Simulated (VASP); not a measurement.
# SiNi (Pmn2_1) in VASP: single point with PBE

Aim: the single point of SiNi with PBE.

Everything below comes from runs of VASP 6.6.1. Logs are shortened: lines on timing, memory, paths and dates and some standing lists are left out, and cuts for length are marked.

### 1 The cell of the first run

It takes space group Pmn2_1 (No. 31, orthorhombic). The conventional cell has a = 3.375 Å, b = 5.154 Å, c = 5.620 Å, α = 90.00°, β = 90.00°, γ = 90.00°. Si (site symmetry m) has 6 Ni at 2.24 to 2.43 Å and 2 Si at 2.67 Å within 3.0 Å. Within 3.0 Å of Si (site symmetry m) lie 6 Ni at 2.29 to 2.46 Å and 2 Si at 2.67 Å. Within 3.0 Å of Ni (site symmetry m) lie 6 Si at 2.29 to 2.43 Å and 4 Ni at 2.67 to 2.71 Å. Within 3.0 Å of Ni (site symmetry m) lie 6 Si at 2.24 to 2.46 Å and 4 Ni at 2.67 to 2.71 Å.

### 2 Single point, PBE (all Ni atoms moved +0.075 Å, as atom 5 along Cartesian [0 0 1])

INCAR

```
SYSTEM = SiNi
PREC = Accurate ; ENCUT = 520
EDIFF = 1E-7 ; ISMEAR = 0
SIGMA = 0.15 ; LREAL = .FALSE.
LASPH = .TRUE. ; NELM = 80
ALGO = Normal ; ISIF = 2
LWAVE = .FALSE. ; LCHARG = .TRUE.
GGA = PE ; LELF = .TRUE.
LVHAR = .TRUE. ; NBANDS = 38
```

KPOINTS

```
regular mesh
0
G
  8 12 8
  0 0 0
```

POSCAR

```
SiNi
1.0
    5.1540864066      0.0000000000      0.0000000000
    0.0000000000      3.3754900003      0.0000000000
    0.0000000000      0.0000000000      5.6197139660
Si Ni
4 4
Direct
    0.3212470392      0.7500000000      0.0840781310
    0.1787529608      0.2500000000      0.5840781310
    0.8212470392      0.7500000000      0.4159218690
    0.6787529608      0.2500000000      0.9159218690
    0.0082175761      0.2500000000      0.2018328085
    0.4917824239      0.7500000000      0.7018328085
    0.5082175761      0.2500000000      0.3248589415
    0.9917824239      0.7500000000      0.8248589415
```

Potentials or basis: VASP PAW PBE potentials, release 64 (Si, Ni).

On the command line:

```
> cat potpaw_PBE.64/Si/POTCAR potpaw_PBE.64/Ni/POTCAR > POTCAR
> mpirun -np 1 vasp_std > vasp.out
```

OUTCAR:

```text
SYSTEM = SiNi
   PREC = Accurate
   ENCUT = 520
   EDIFF = 1E-7
   ISMEAR = 0
   LREAL = .FALSE.
   LASPH = .TRUE.
   NELM = 80
   ISIF = 2
   GGA = PE

 ion  position               nearest neighbor table
   1  0.321  0.750  0.084-   8 2.24   6 2.32   7 2.37   7 2.37   5 2.43   5 2.43   4 2.67   4 2.67

   2  0.179  0.250  0.584-   7 2.24   5 2.32   8 2.37   8 2.37   6 2.43   6 2.43   3 2.67   3 2.67

   3  0.821  0.750  0.416-   5 2.29   5 2.29   6 2.34   7 2.39   7 2.39   8 2.46   2 2.67   2 2.67

   4  0.679  0.250  0.916-   6 2.29   6 2.29   5 2.34   8 2.39   8 2.39   7 2.46   1 2.67   1 2.67

   5  0.008  0.250  0.202-   3 2.29   3 2.29   2 2.32   4 2.34   1 2.43   1 2.43   7 2.67   7 2.67
                             8 2.71   8 2.71
   6  0.492  0.750  0.702-   4 2.29   4 2.29   1 2.32   3 2.34   2 2.43   2 2.43   8 2.67   8 2.67
                             7 2.71   7 2.71
   7  0.508  0.250  0.325-   2 2.24   1 2.37   1 2.37   3 2.39   3 2.39   4 2.46   5 2.67   5 2.67
                             6 2.71   6 2.71
   8  0.992  0.750  0.825-   1 2.24   2 2.37   2 2.37   4 2.39   4 2.39   3 2.46   6 2.67   6 2.67
                             5 2.71   5 2.71

  LATTYP: Found a simple orthorhombic cell.
 ALAT       =     3.3754900003
 B/A-ratio  =     1.5269150275
 C/A-ratio  =     1.6648587214

  Lattice vectors:

 A1 = (   0.0000000000,  -3.3754900003,   0.0000000000)
 A2 = (   5.1540864066,   0.0000000000,   0.0000000000)
 A3 = (   0.0000000000,   0.0000000000,   5.6197139660)

Analysis of symmetry for initial positions (statically):
=====================================================================
 Subroutine PRICEL returns:
 Original cell was already a primitive cell.

 Routine SETGRP: Setting up the symmetry group for a
 simple orthorhombic supercell.

 Subroutine GETGRP returns: Found  4 space group operations
 (whereof  1 operations were pure point group operations)
 out of a pool of  8 trial point group operations.

The static configuration has the point symmetry C_1 .
 The point group associated with its full space group is C_2v.

Analysis of symmetry for dynamics (positions and initial velocities):
=====================================================================
 Subroutine PRICEL returns:
 Original cell was already a primitive cell.

 Routine SETGRP: Setting up the symmetry group for a
 simple orthorhombic supercell.

 Subroutine GETGRP returns: Found  4 space group operations
 (whereof  1 operations were pure point group operations)
 out of a pool of  8 trial point group operations.

The dynamic configuration has the point symmetry C_1 .
 The point group associated with its full space group is C_2v.

 Subroutine INISYM returns: Found  4 space group operations
 (whereof  1 operations are pure point group operations),
 and found     1 'primitive' translations

----------------------------------------------------------------------------------------

                                     Primitive cell

  volume of cell :      97.7694

  direct lattice vectors                    reciprocal lattice vectors
     5.154086407  0.000000000  0.000000000     0.194020806  0.000000000  0.000000000
     0.000000000  3.375490000  0.000000000     0.000000000  0.296253285  0.000000000
     0.000000000  0.000000000  5.619713966     0.000000000  0.000000000  0.177945000

  length of vectors
     5.154086407  3.375490000  5.619713966     0.194020806  0.296253285  0.177945000

  position of ions in fractional coordinates (direct lattice)
     0.321247039  0.750000000  0.084078131
     0.178752961  0.250000000  0.584078131
     0.821247039  0.750000000  0.415921869
     0.678752961  0.250000000  0.915921869
     0.008217576  0.250000000  0.201832809
     0.491782424  0.750000000  0.701832809
     0.508217576  0.250000000  0.324858941
     0.991782424  0.750000000  0.824858941

  ion indices of the primitive-cell ions
   primitive index   ion index
                 1           1
                 2           2
                 3           3
                 4           4
                 5           5
                 6           6
                 7           7
                 8           8

----------------------------------------------------------------------------------------

 KPOINTS: regular mesh

Automatic generation of k-mesh.
 Grid dimensions read from file:
 generate k-points for:    8   12    8

 Generating k-lattice:

  Cartesian coordinates                     Fractional coordinates (reciprocal lattice)
     0.024252601  0.000000000  0.000000000     0.125000000  0.000000000  0.000000000
     0.000000000  0.024687774  0.000000000     0.000000000  0.083333333  0.000000000
     0.000000000  0.000000000  0.022243125     0.000000000  0.000000000  0.125000000

  Length of vectors
     0.024252601  0.024687774  0.022243125

  Shift w.r.t. Gamma in fractional coordinates (k-lattice)
     0.000000000  0.000000000  0.000000000

 Subroutine IBZKPT returns following result:
 ===========================================

 Found    175 irreducible k-points:

 Following reciprocal coordinates:
            Coordinates               Weight
  0.000000  0.000000  0.000000      1.000000
  0.125000  0.000000  0.000000      2.000000
  0.250000  0.000000  0.000000      2.000000
  0.375000  0.000000  0.000000      2.000000
  0.500000  0.000000  0.000000      1.000000
  0.000000  0.083333  0.000000      2.000000
[... 16 lines left out ...]
  0.250000  0.333333  0.000000      4.000000
  0.375000  0.333333  0.000000      4.000000
 [... further k-points ...]
   k-points           NKPTS =    175   k-points in BZ     NKDIM =    175   number of bands    NBANDS=     38
   number of dos      NEDOS =    301   number of ions     NIONS =      8
   total plane-waves  NPLWV =  47040
   dimension x,y,z NGX =    40 NGY =   28 NGZ =   42
   dimension x,y,z NGXF=    80 NGYF=   56 NGZF=   84
   ions per type =               4   4
   NGX,Y,Z   is equivalent  to a cutoff of  12.90, 13.79, 12.42 a.u.
   NGXF,Y,Z  is equivalent  to a cutoff of  25.80, 27.58, 24.85 a.u.
 SYSTEM =  SiNi
   PREC   = accura    normal or accurate (medium, high low for compatibility)
   ISTART =      0    job   : 0-new  1-cont  2-samecut
   ICHARG =      2    charge: 1-file 2-atom 10-const
   ISPIN  =      1    spin polarized calculation?
   LNONCOLLINEAR =      F non collinear calculations
   LSORBIT =      F    spin-orbit coupling
   LASPH  =      T    aspherical Exc in radial PAW
   ENCUT  =  520.0 eV  38.22 Ry    6.18 a.u.   9.58  6.28 10.45*2*pi/ulx,y,z
   NELM   =     80;   NELMIN=  2; NELMDL= -5     # of ELM steps
   EDIFF  = 0.1E-06   stopping-criterion for ELM
   LREAL  =      F    real-space projection
   EDIFFG = 0.1E-05   stopping-criterion for IOM
   NSW    =      0    number of steps for IOM
   IBRION =     -1    ionic relax: 0-MD 1-quasi-New 2-CG
   NFREE  =      0    steps in history (QN), initial steepest desc. (CG)
   ISIF   =      2    stress and relaxation
   ISYM   =      2    0-nonsym 1-usesym 2-fastsym
   POTIM  = 0.5000    time-step for ionic-motion
   TEBEG  =    0.0;   TEEND  =   0.0 temperature during run
   PSTRESS=    0.0 pullay stress
   NELECT =      56.0000    total number of electrons
   NUPDOWN=      -1.0000    fix difference up-down
   EMIN   =  10.00;   EMAX   =-10.00  energy-range for DOS
   EFERMI =   0.00;   METHOD = LEGACY
   ISMEAR =     0;   SIGMA  =   0.15  broadening in eV -4-tet -1-fermi 0-gaus
   EFERMI_NEDOS =   21; number of points for ismear=-14 and -15
   IALGO  =     38    algorithm
   IMIX   =      4    mixing-type and parameters
     AMIX     =   0.40;   BMIX     =  1.00
     AMIX_MAG =   1.60;   BMIX_MAG =  1.00
  volume/ion in A,a.u.               =      12.22        82.47
  Fermi-wavevector in a.u.,A,eV,Ry     =   1.359575  2.569225 25.149621  1.848445
  Thomas-Fermi vector in A             =   2.486311
   LORBIT       =      0    0 simple, 1 ext, 2 COOP (PROOUT), +10 PAW based schemes
   GGA     = PE    functional components
   LHFCALC =     F    Hartree Fock is set to
   AEXX    =    0.0000 exact exchange contribution
   IVDW    =     0    specifies the selected vdW correction
   LEPSILON=     F    determine dielectric tensor
   LRPA    =     F    only Hartree local field effects (RPA)
 non-spin polarized calculation
 Gauss-broadening in eV      SIGMA  =   0.15
  energy-cutoff  :      520.00
  volume of cell :       97.77
 maximum number of plane-waves:      2672
 NGX is ok and might be reduce to    40
   NGX = 19   NGY = 13   NGZ = 21

 number of electron      55.9999994 magnetization

 Free energy of the ion-electron system (eV)
  ---------------------------------------------------
  ext. energy  EPLUGINS =         0.00000000
  ---------------------------------------------------
  free energy    TOTEN  =       -47.52585332 eV

  energy without entropy =      -47.50443205  energy(sigma->0) =      -47.51514268

 E-fermi :  10.3026     XC(G=0): -12.1660

 val. band max:       10.2923544229   @ k =   0.5000   0.1667   0.2500
 cond. band min:      10.3074953815   @ k =   0.2500   0.4167   0.2500
 fundamental gap:      0.0151409586
 Fermi energy:        10.3026262784

 k-point     1 :       0.0000    0.0000    0.0000
  band No.  band energies     occupation
      1      -2.6207      2.00000
      2       0.6942      2.00000
      3       1.9873      2.00000
      4       2.5648      2.00000
      5       3.8628      2.00000
      6       4.3314      2.00000
[... 30 lines left out ...]
     37      16.5924      0.00000
     38      16.9979      0.00000

 k-point     2 :       0.1250    0.0000    0.0000
  band No.  band energies     occupation
      1      -2.5368      2.00000
      2       0.5310      2.00000
      3       2.0438      2.00000
      4       2.2528      2.00000
      5       4.2063      2.00000
      6       4.4178      2.00000
[... 30 lines left out ...]
     37      16.5616      0.00000
     38      16.6081      0.00000
[... 859 lines left out ...]
     37      16.0322      0.00000
     38      17.4287      0.00000

 k-point    24 :       0.3750    0.3333    0.0000
  band No.  band energies     occupation
      1      -0.5288      2.00000
      2       0.5725      2.00000
      3       2.5222      2.00000
      4       2.7116      2.00000
      5       4.4847      2.00000
      6       4.6128      2.00000
[... 30 lines left out ...]
     37      16.0645      0.00000
     38      16.9825      0.00000

 [... further k-points ...]
[... 5 lines left out ...]
  --------------------------------------------------------------------------------------
  -------------------------------------------------------------------------------------
  Total        0.3921891      0.1842315      0.3073077      0.0000000      0.0000000      0.0000000
  in kB        6.4269278      3.0190601      5.0359487      0.0000000      0.0000000      0.0000000
  external PRESSURE =       4.8273122 kB  Pullay stress =       0.0000000 kB

 VOLUME and BASIS-vectors are now :
 -----------------------------------------------------------------------------
  energy-cutoff  :      520.00
  volume of cell :       97.77
      direct lattice vectors                 reciprocal lattice vectors
     5.154086407  0.000000000  0.000000000     0.194020806  0.000000000  0.000000000
     0.000000000  3.375490000  0.000000000     0.000000000  0.296253285  0.000000000
     0.000000000  0.000000000  5.619713966     0.000000000  0.000000000  0.177945000

 POSITION                                       TOTAL-FORCE (eV/Angst)
 -----------------------------------------------------------------------------------
      1.65573      2.53162      0.47250         0.218997     -0.000000      0.627592
      0.92131      0.84387      3.28235        -0.218997     -0.000000      0.627592
      4.23278      2.53162      2.33736        -0.250569     -0.000000      0.511457
      3.49835      0.84387      5.14722         0.250569     -0.000000      0.511457
      0.04235      0.84387      1.13424        -0.040485      0.000000     -0.600158
      2.53469      2.53162      3.94410         0.040485     -0.000000     -0.600158
      2.61940      0.84387      1.82561         0.115355     -0.000000     -0.538891
      5.11173      2.53162      4.63547        -0.115355     -0.000000     -0.538891
 -----------------------------------------------------------------------------------
    total drift:                                0.000000     -0.000000      0.000363

  FREE ENERGIE OF THE ION-ELECTRON SYSTEM (eV)
  ---------------------------------------------------
  free  energy   TOTEN  =       -47.5258533205 eV

  energy  without entropy=      -47.5044320456  energy(sigma->0) =      -47.51514268
```

It took 11 min on 1 thread of Intel Xeon Platinum 8259CL at 2.50GHz (Skylake/Cascade Lake), shared host; peak memory 0.56 GiB.

What came out:

```yaml
Free_energy: -47.5259 eV
Pressure: 0.5 GPa
Largest_force: 0.665 eV/Å
Band_gap_on_the_k_mesh: zero (bands 28 and 29 overlap by 1.80 eV)
```

Forces on the atoms (eV/Å):
```
Si   0.219  0.000  0.628
Si  -0.219  0.000  0.628
Si  -0.251  0.000  0.511
Si   0.251  0.000  0.511
Ni  -0.040  0.000 -0.600
Ni   0.040  0.000 -0.600
Ni   0.115  0.000 -0.539
Ni  -0.115  0.000 -0.539
```

Stress tensor (GPa, compression positive):
```
0.64 0.00 0.00
0.00 0.30 0.00
0.00 0.00 0.50
```

Caveat: the cell differs from its parent crystal (all Ni atoms moved +0.075 Å, as atom 5 along Cartesian [0 0 1]). Spin polarisation is off, so any magnetic state and its effect on volume and gap are missing.
